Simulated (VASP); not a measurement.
# Ba5Na4Al2O10 in VASP: further runs, part 3 of 3

VASP 6.6.1.

## Step 5: Single point, PBE

The input, INCAR:

```
SYSTEM = Ba5Na4Al2O10
ALGO = Normal
EDIFF = 1E-6
ENCUT = 520
GGA = PE
ISIF = 2
ISMEAR = -1
ISYM = 0
LASPH = .True.
LCHARG = .False.
LREAL = Auto
LWAVE = .False.
NBANDS = 88
NELM = 60
PREC = Accurate
SIGMA = 0.05
```

The input, KPOINTS:

```
k-points
0
Gamma
  1 1 1
  0 0 0
```

The input, POSCAR:

```
Ba5Na4Al2O10
1.0
    6.9327090000     -0.0765500000      0.0671430000
   -0.0765500000      7.2143380000     -0.0554530000
    0.0671430000     -0.0554530000      6.7389310000
Ba O Al Na
5 10 2 4
Direct
    0.7309021450      0.9132770476      0.2578895658
    0.4259670473      0.6333730872      0.8962680776
    0.9548317638      0.6651128948      0.8294927246
    0.4423970859      0.0850734556      0.6621853987
    0.9496725659      0.1282396717      0.6815483657
    0.1985484926      0.0921512595      0.3745774994
    0.7026230720      0.4089171520      0.8545390154
    0.1101710056      0.4541491623      0.5706268133
    0.4538124029      0.5548737142      0.2906818731
    0.2561533022      0.7875642147      0.6247075237
    0.7053327322      0.8278392188      0.6620870599
    0.6918673165      0.1959221830      0.4060448795
    0.4041472309      0.9516853498      0.0497053836
    0.0966606414      0.7074861359      0.2223458206
    0.9902318943      0.0310093563      0.0339156792
    0.1803211840      0.9535196703      0.1683516601
    0.2337009033      0.6201260943      0.4277035145
    0.7392225533      0.4467207752      0.1605175045
    0.0268331063      0.3097601046      0.2882805109
    0.4109254681      0.2516174483      0.2129726768
    0.6715570131      0.5070529977      0.5374284523
```

Potentials or basis: VASP PAW PBE potentials, release 64 (Ba_sv, O, Al, Na_pv).

Launch:

```
$ cat potpaw_PBE.64/Ba_sv/POTCAR potpaw_PBE.64/O/POTCAR potpaw_PBE.64/Al/POTCAR potpaw_PBE.64/Na_pv/POTCAR > POTCAR
$ mpirun -np 1 vasp_gam > vasp.out
```

OUTCAR:

```text
SYSTEM = Ba5Na4Al2O10
   EDIFF = 1E-6
   ENCUT = 520
   GGA = PE
   ISIF = 2
   ISMEAR = -1
   ISYM = 0
   LASPH = .True.
   LREAL = Auto
   NELM = 60
   PREC = Accurate

 ion  position               nearest neighbor table
   1  0.731  0.913  0.258-  12 2.28  15 2.47  13 2.71  11 2.80  14 2.97  16 3.17   9 3.20  20 3.36
                            18 3.42  19 3.49  21 3.52   4 3.57   5 3.58   3 3.71   2 3.79  16 3.89
   2  0.426  0.633  0.896-  10 2.49  13 2.51   7 2.55   9 2.74  11 2.84  21 3.07  18 3.17  14 3.19
                             3 3.32   8 3.36  16 3.39  17 3.45  20 3.51   4 3.64   3 3.69   1 3.79
[... 289 lines left out ...]
  in kB      109.8341314     97.6008296     98.7668405    -10.3468828      2.8509067     10.4650714
  external PRESSURE =     102.0672672 kB  Pullay stress =       0.0000000 kB

 VOLUME and BASIS-vectors are now :
 -----------------------------------------------------------------------------
  energy-cutoff  :      520.00
  volume of cell :      336.95
      direct lattice vectors                 reciprocal lattice vectors
     6.932709000 -0.076550000  0.067143000     0.144274342  0.001519915 -0.001424963
    -0.076550000  7.214338000 -0.055453000     0.001519915  0.138637637  0.001125671
     0.067143000 -0.055453000  6.738931000    -0.001424963  0.001125671  0.148414949

 POSITION                                       TOTAL-FORCE (eV/Angst)
 -----------------------------------------------------------------------------------
      5.01454      6.51844      1.73633        -0.859205     -1.580176     -0.378488
      2.96480      4.48706      6.03337         0.041910      0.003959     -0.017833
      6.62435      4.67926      5.61712         0.299335      0.576488      0.043613
      3.10496      0.54316      4.48741         0.035091      0.356233      0.695811
      6.61975      0.81467      4.64956        -0.248718      0.264256      0.294287
      1.39457      0.62884      2.53247        -0.131531      0.046326      0.989247
[... 13 lines left out ...]
      2.84386      1.77199      1.44885         0.976502      0.175665     -0.089313
      4.65298      3.57684      3.63867        -0.216666     -0.145892     -0.009389
 -----------------------------------------------------------------------------------
    total drift:                               -0.000606     -0.009875      0.008651

  FREE ENERGIE OF THE ION-ELECTRON SYSTEM (eV)
  ---------------------------------------------------
  free  energy   TOTEN  =      -115.3510908411 eV

  energy  without entropy=     -115.3510908401  energy(sigma->0) =     -115.35109084
```

OSZICAR:

```text
N       E                     dE             d eps       ncg     rms          rms(c)
DAV:   1     0.202871506047E+04    0.20287E+04   -0.76125E+04   176   0.183E+03
DAV:   2     0.194063663914E+03   -0.18347E+04   -0.17471E+04   200   0.477E+02
DAV:   3    -0.120169462708E+03   -0.31423E+03   -0.30356E+03   208   0.205E+02
[... 11 lines left out ...]
DAV:  15    -0.115351074831E+03   -0.27561E-04   -0.18442E-04   216   0.584E-02    0.212E-02
DAV:  16    -0.115351086262E+03   -0.11430E-04   -0.78350E-05   208   0.310E-02    0.107E-02
DAV:  17    -0.115351089383E+03   -0.31214E-05   -0.18625E-05   192   0.168E-02    0.542E-03
DAV:  18    -0.115351090687E+03   -0.13043E-05   -0.10159E-05   176   0.116E-02    0.456E-03
DAV:  19    -0.115351090841E+03   -0.15365E-06   -0.23554E-06   152   0.666E-03
   1 F= -.11535109E+03 E0= -.11535109E+03  d E =-.100212E-08
```

Wall time 39 s (1 thread of Intel Xeon Platinum 8559C (Emerald Rapids), shared host); peak memory 0.36 GiB.

What came out:

| Item | Value |
| --- | --- |
| Free energy | -115.3511 eV |
| Pressure | 10.2 GPa |
| Largest force | 2.011 eV/Å |
| Band gap on the k mesh | 2.23 eV |

Forces in eV/Å, atoms in the order of the input:
```
Ba  -0.859 -1.580 -0.378
Ba   0.042  0.004 -0.018
Ba   0.299  0.576  0.044
Ba   0.035  0.356  0.696
Ba  -0.249  0.264  0.294
O   -0.132  0.046  0.989
O   -0.062 -0.480 -0.312
O   -0.185 -0.866 -0.221
O   -0.469 -0.036  0.589
O   -0.291 -0.311 -0.582
O   -0.080 -0.151 -0.080
O    0.388  1.973 -0.002
O    0.690  0.575 -0.337
O   -0.300 -0.067 -0.029
O   -0.133  0.627 -0.718
Al   0.166 -1.714  0.286
Al   1.207  1.239 -0.349
Na  -0.453 -0.416  0.539
Na  -0.375 -0.071 -0.312
Na   0.977  0.176 -0.089
Na  -0.217 -0.146 -0.009
```

Levels at points of the mesh, in eV from the valence-band top:
| k point | band 70 | band 71 | band 72 | band 73 | band 74 | band 75 |
| --- | --- | --- | --- | --- | --- | --- |
| (0.00, 0.00, 0.00) | -0.47 | -0.25 | 0.00 | 2.23 | 3.69 | 3.85 |

Caveat: the k points lie up to 0.93 Å⁻¹ apart; spin-orbit coupling is left out, which moves the levels of the heavy elements.

## Step 6: Single point, PBE

The input, INCAR:

```
SYSTEM = Ba5Na4Al2O10
PREC = Accurate
ENCUT = 520
EDIFF = 1E-7
ISMEAR = -1
SIGMA = 0.05
LREAL = Auto
LASPH = .True.
NELM = 60
ALGO = Normal
ISIF = 2
LWAVE = .False.
LCHARG = .False.
GGA = PE
ISYM = 0
NBANDS = 88
```

The input, KPOINTS:

```
Automatic mesh
0
Gamma
  1 1 1
  0 0 0
```

The input, POSCAR:

```
Ba5Na4Al2O10
1.0
    6.9327090000     -0.0765500000      0.0671430000
   -0.0765500000      7.2143380000     -0.0554530000
    0.0671430000     -0.0554530000      6.7389310000
Ba O Al Na
5 10 2 4
Direct
    0.7224290168      0.8928891801      0.2606603825
    0.4252681081      0.6299225365      0.8968102386
    0.9350411667      0.6623406552      0.8336962209
    0.4556669324      0.0968807524      0.6819322654
    0.9509299597      0.1475852283      0.6962298254
    0.2037040724      0.0696061133      0.4042609377
    0.6883162460      0.3909122225      0.8627719497
    0.0639717932      0.4454282588      0.5371030027
    0.4378837535      0.5420313886      0.3074611445
    0.2350534237      0.7762759716      0.6447424138
    0.6846806993      0.8092031228      0.6523457837
    0.7185012376      0.2101709040      0.3883589665
    0.4245837247      0.9720099740      0.0407481608
    0.1004119182      0.7034123867      0.1995235401
    1.0109782436      0.0284491262      0.0376035127
    0.1968294962      0.9479222486      0.1681460175
    0.2122004028      0.6218992557      0.4223485012
    0.7249371019      0.4242014533      0.1798050449
    0.0139769882      0.2758828085      0.2712186951
    0.4152989338      0.2509139259      0.2461135918
    0.6913931785      0.4923286966      0.5536846855
```

Potentials or basis: VASP PAW PBE potentials, release 64 (Ba_sv, O, Al, Na_pv).

Launch:

```
$ cat potpaw_PBE.64/Ba_sv/POTCAR potpaw_PBE.64/O/POTCAR potpaw_PBE.64/Al/POTCAR potpaw_PBE.64/Na_pv/POTCAR > POTCAR
$ mpirun -np 1 vasp_gam > vasp.out
```

OUTCAR:

```text
SYSTEM = Ba5Na4Al2O10
   PREC = Accurate
   ENCUT = 520
   EDIFF = 1E-7
   ISMEAR = -1
   LREAL = Auto
   LASPH = .True.
   NELM = 60
   ISIF = 2
   GGA = PE
   ISYM = 0

 ion  position               nearest neighbor table
   1  0.722  0.893  0.261-  12 2.43  13 2.64  15 2.66  11 2.72  14 3.00   9 3.19  16 3.35  20 3.39
                            19 3.39  18 3.42  21 3.53   3 3.61   4 3.66   2 3.71  16 3.74   5 3.79
   2  0.425  0.630  0.897-  10 2.44   7 2.54  13 2.64  11 2.73   9 2.85  14 3.06  21 3.09  18 3.25
                            16 3.32   3 3.45  17 3.55   3 3.55  20 3.64   4 3.69   1 3.71  17 3.81
   3  0.935  0.662  0.834-  11 2.42  10 2.55   7 2.58   8 2.67  14 2.75  21 2.81  15 3.00  18 3.23
[... 290 lines left out ...]
  external PRESSURE =      83.1098032 kB  Pullay stress =       0.0000000 kB

 VOLUME and BASIS-vectors are now :
 -----------------------------------------------------------------------------
  energy-cutoff  :      520.00
  volume of cell :      336.95
      direct lattice vectors                 reciprocal lattice vectors
     6.932709000 -0.076550000  0.067143000     0.144274342  0.001519915 -0.001424963
    -0.076550000  7.214338000 -0.055453000     0.001519915  0.138637637  0.001125671
     0.067143000 -0.055453000  6.738931000    -0.001424963  0.001125671  0.148414949

 POSITION                                       TOTAL-FORCE (eV/Angst)
 -----------------------------------------------------------------------------------
      4.95754      6.37185      1.75556        -0.098599      0.096068      0.336406
      2.96025      4.46219      6.03717        -0.338972      0.443313      0.040883
      6.48764      4.66054      5.64427         1.035977      0.948266     -0.015091
      3.19738      0.62623      4.62072        -0.118325     -0.540588      0.019506
      6.62797      0.95333      4.74751        -0.118230     -0.621300     -0.192618
      1.43404      0.46415      2.73410         0.128412     -0.282302     -1.153247
[... 13 lines left out ...]
      2.87646      1.76474      1.67251         0.429199     -0.230480     -0.136736
      4.79272      3.46820      3.75036        -0.415766     -0.038105     -0.763612
 -----------------------------------------------------------------------------------
    total drift:                               -0.001918     -0.006955      0.003814

  FREE ENERGIE OF THE ION-ELECTRON SYSTEM (eV)
  ---------------------------------------------------
  free  energy   TOTEN  =      -115.4691368193 eV

  energy  without entropy=     -115.4691368167  energy(sigma->0) =     -115.46913682
```

OSZICAR:

```text
N       E                     dE             d eps       ncg     rms          rms(c)
DAV:   1     0.200889569421E+04    0.20089E+04   -0.76092E+04   176   0.183E+03
DAV:   2     0.175239746895E+03   -0.18337E+04   -0.17273E+04   200   0.479E+02
DAV:   3    -0.121995092526E+03   -0.29723E+03   -0.28819E+03   224   0.201E+02
[... 11 lines left out ...]
DAV:  15    -0.115469128046E+03   -0.39641E-04   -0.61125E-05   192   0.308E-02    0.978E-03
DAV:  16    -0.115469134730E+03   -0.66848E-05   -0.21686E-05   232   0.172E-02    0.556E-03
DAV:  17    -0.115469135948E+03   -0.12177E-05   -0.28295E-06   216   0.762E-03    0.323E-03
DAV:  18    -0.115469136808E+03   -0.85947E-06   -0.37769E-06   176   0.745E-03    0.288E-03
DAV:  19    -0.115469136819E+03   -0.11752E-07   -0.74073E-07   208   0.394E-03
   1 F= -.11546914E+03 E0= -.11546914E+03  d E =-.256679E-08
```

It took 37 s on 1 thread of Intel Xeon Platinum 8559C (Emerald Rapids), shared host; peak memory 0.37 GiB.

What came out:

- Free energy: -115.4691 eV
- Pressure: 8.3 GPa
- Largest force: 1.622 eV/Å
- Band gap on the k mesh: 2.13 eV

Forces on the atoms (eV/Å):
```
Ba  -0.099  0.096  0.336
Ba  -0.339  0.443  0.041
Ba   1.036  0.948 -0.015
Ba  -0.118 -0.541  0.020
Ba  -0.118 -0.621 -0.193
O    0.128 -0.282 -1.153
O    0.081 -0.384 -0.066
O    0.194  0.882 -0.091
O   -0.229  0.689  0.434
O   -0.367 -0.980 -1.086
O    0.109  0.307  0.036
O   -0.572 -0.649  0.784
O   -0.335 -0.214  0.757
O    0.110  0.345  0.422
O   -1.000  0.879 -0.700
Al   0.541 -0.884  1.248
Al   1.035  0.152  0.789
Na  -0.367  0.329 -0.409
Na   0.295 -0.246 -0.253
Na   0.429 -0.230 -0.137
Na  -0.416 -0.038 -0.764
```

Levels at points of the mesh, in eV from the valence-band top:
```
           k point  band 70  band 71  band 72  band 73  band 74  band 75
(0.00, 0.00, 0.00)    -0.47    -0.33     0.00     2.13     3.50     3.61
```

Caveat: the k points lie up to 0.93 Å⁻¹ apart; spin-orbit coupling is left out, which moves the levels of the heavy elements.
